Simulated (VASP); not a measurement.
Si2As2O: relaxation of cell and atoms with PBE

Crystal: Si2As2O.

```xyz
5
Lattice="-2.0038 2.0038 4.8810 2.0038 -2.0038 4.8810 2.0038 2.0038 -4.8810" Properties=species:S:1:pos:R:3 pbc="T T T"
Si    2.0038    0.0000    2.4405
Si    0.0000    2.0038    2.4405
As    0.0000    0.0000    3.7112
As    0.0000    0.0000    6.0509
O     0.0000    0.0000    0.0000
```

The cell was generated, and may not be a known phase.

```
Program                : VASP 6.6.1
Task                   : relaxation of cell and atoms
Functional             : PBE
Potentials or basis    : VASP PAW PBE potentials, release 64 (Si, As, O)
Cutoff                 : 600 eV
k mesh                 : 6 × 6 × 6
Occupations            : gaussian, width 0.1 eV
Spin                   : no spin polarisation
Dipole correction      : no
Further INCAR settings : ALGO = Normal; EDIFF = 1e-07; IBRION = 2; EDIFFG = -0.04; NSW = 90; ISIF = 3
```

| Item | Value |
| --- | --- |
| Relaxed volume | 15.97 Å³/atom |
| Relaxed cell | a = 6.874 Å, b = 6.874 Å, c = 6.874 Å, α = 150.24°, β = 150.24°, γ = 42.59° |
| Space group after relaxing (to 0.1 Å) | I4/mmm (No. 139) |
| Energy gained by relaxing | 268.3 meV/atom |
| Ionic steps | 35 |
| Pressure after relaxing | 0.0 GPa |
| Largest force after relaxing | 0.039 eV/Å |
| Band gap on the k mesh | zero (bands 12 and 13 overlap by 1.65 eV) |

Forces on the atoms (eV/Å):
```
Si   0.000  0.000  0.000
Si   0.000  0.000  0.000
As   0.000  0.000  0.039
As   0.000  0.000 -0.039
O    0.000  0.000  0.000
```

Stress tensor (GPa, compression positive):
```
-0.04  0.00  0.00
 0.00 -0.04  0.00
 0.00  0.00  0.17
```

Step by step:
```tsv
step	energy change (eV)	largest force (eV/Å)	pressure (GPa)	volume (Å³)
1	0.0000	0.9220	14.16	78.39
2	-0.5674	0.2371	-1.95	95.17
3	-0.5807	0.2480	-0.29	92.42
4	-0.5807	0.2459	-0.48	92.72
5	-0.5949	0.0861	-0.01	92.35
6	-0.5996	0.4380	0.55	91.97
7	-0.6070	0.5357	0.54	92.01
8	-0.6263	0.8025	0.51	92.10
9	-0.6545	1.2302	0.92	92.15
10	-0.6877	1.7057	1.94	91.75
11	-0.6942	1.6844	1.81	91.85
12	-0.7116	1.6235	1.46	92.12
13	-0.7341	1.4957	0.57	92.60
14	-0.7364	1.4350	0.10	92.81
15	-0.7522	1.3889	-0.07	92.79
16	-0.7960	1.2510	-0.55	92.73
17	-0.8675	0.9750	-1.46	92.60
18	-0.9434	0.3826	-2.94	92.28
19	-0.9489	0.1560	-3.34	92.15
20	-0.9923	0.1493	-2.10	89.74
21	-1.0133	0.0970	-0.41	86.91
22	-1.0545	0.2165	-0.31	85.84
23	-1.1847	0.4065	1.02	82.60
24	-1.2452	0.7680	6.09	75.96
25	-1.2675	0.6120	3.69	78.43
26	-1.3038	0.5120	2.62	78.71
27	-1.3309	0.2959	0.40	79.34
28	-1.3318	0.2789	0.64	79.27
29	-1.3315	0.3107	1.21	79.11
30	-1.3323	0.2801	0.84	79.22
31	-1.3373	0.2027	0.47	79.51
32	-1.3411	0.0439	-0.27	80.13
33	-1.3411	0.0585	-0.20	80.08
34	-1.3414	0.0502	-0.11	79.97
35	-1.3416	0.0394	0.03	79.83
```

Final structure:
```
Si As O
1.0
    -1.76528    1.76528    6.40428
     1.76528   -1.76528    6.40428
     1.76528    1.76528   -6.40428
Si As O
2 2 1
Direct
  0.25000 0.75000 0.50000
  0.75000 0.25000 0.50000
  0.39791 0.39791 0.00000
  0.60209 0.60209 0.00000
  0.00000 0.00000 0.00000
```

Levels at points of the mesh, in eV from the Fermi level:
| k point | band 10 | band 11 | band 12 | band 13 | band 14 | band 15 |
| --- | --- | --- | --- | --- | --- | --- |
| (0.00, 0.00, 0.00) | -1.44 | -0.44 | -0.11 | 0.81 | 0.81 | 1.06 |
| (0.50, 0.00, 0.00) | -1.42 | -1.15 | -0.67 | 1.36 | 1.77 | 1.89 |
| (0.50, 0.50, 0.00) | -3.52 | -1.60 | -1.22 | -1.05 | 0.75 | 2.04 |
| (0.50, 0.50, 0.50) | -1.48 | -1.16 | 0.09 | 0.09 | 0.23 | 2.56 |

Run time: 17 min on 1 thread of Intel(R) Xeon(R) 6975P-C (Granite Rapids), with other jobs on the host, peak memory 0.38 GiB.

Caveat: a cell axis changed by over 15 % at a fixed basis, so the end point is rough.
